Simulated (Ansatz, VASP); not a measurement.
## One calculation of Si, two programs

File POSCAR:

```
Si
1.0
    2.5989380717      0.0000000000      0.0000000000
   -1.2994690358      2.2507463929      0.0000000000
    0.0000000000      0.0000000000      4.2809558065
Si
2
Direct
    0.3333333333      0.6666666667      0.2500000000
    0.6666666667      0.3333333333      0.7500000000
```

File INCAR.step1:

```
SYSTEM = Si
PREC = Accurate
ENCUT = 520
ISMEAR = 0
SIGMA = 0.15
LREAL = .False.
LASPH = .True.
NELM = 80
NBANDS = 11
GGA = PE
ALGO = Normal
EDIFF = 1E-4
LWAVE = .True.
LCHARG = .False.
```

INCAR.step2

```
SYSTEM = Si
PREC = Accurate
ENCUT = 520
EDIFF = 1E-6
ISMEAR = 0
SIGMA = 0.15
LREAL = .False.
LASPH = .True.
NELM = 80
ALGO = Normal
ISIF = 2
LWAVE = .False.
LCHARG = .True.
METAGGA = R2SCAN
LMIXTAU = .True.
LELF = .True.
LVHAR = .True.
NBANDS = 11
ISTART = 1
```

KPOINTS

```
regular mesh
0
Gamma
  24 24 10
  0 0 0
```

Input for Ansatz:

```yaml
crystal:
  lattice:
    - [2.5989380717, 0.0, 0.0]
    - [-1.2994690358, 2.2507463929, 0.0]
    - [0.0, 0.0, 4.2809558065]
  atoms:
    - { symbol: Si, position: [0.3333333333, 0.6666666667, 0.25] }
    - { symbol: Si, position: [0.6666666667, 0.3333333333, 0.75] }
basis:
  ecutwfc: 500
kpoints:
  mp_grid: { grid: [24, 24, 10] }
hamiltonian:
  xc: r2scan
scf:
  occupations: { method: gaussian, width: 0.15 }
output:
  forces: true
  stress: true
  eigenvalues: true
```

Change from the starting cell: strain -0.025 along x and y, -0.050 along z, atoms carried along.

Alike in both runs: task single point; functional r2SCAN; k mesh 24 × 24 × 10; occupations gaussian, width 0.15 eV; no spin polarisation.

|  | VASP | Ansatz |
| --- | --- | --- |
| version | VASP 6.6.1 | Ansatz 0.2.0 |
| potentials or method | VASP PAW PBE potentials, release 64 (Si), cutoff 520 eV | scalar-relativistic, plane waves, PAW |
| valence electrons in the cell | 8 | 8 |

VASP gave:

```
gap on the k mesh at the Fermi level (eV)                     : none
pressure (GPa)                                                : 10.8
traceless stress, the component that is largest in VASP (GPa) : 3.18
```

Problem. Estimate Ansatz's values.

Solution. gap on the k mesh at the Fermi level (eV): none; pressure (GPa): 10.8; traceless stress, the component that is largest in VASP (GPa): 3.17.

VASP's potentials were made for PBE, not for r2SCAN. A gap of «none» marks a metal or a gap that the smearing closes. With one functional, cell and mesh, what is left measures potentials, basis and numerics.
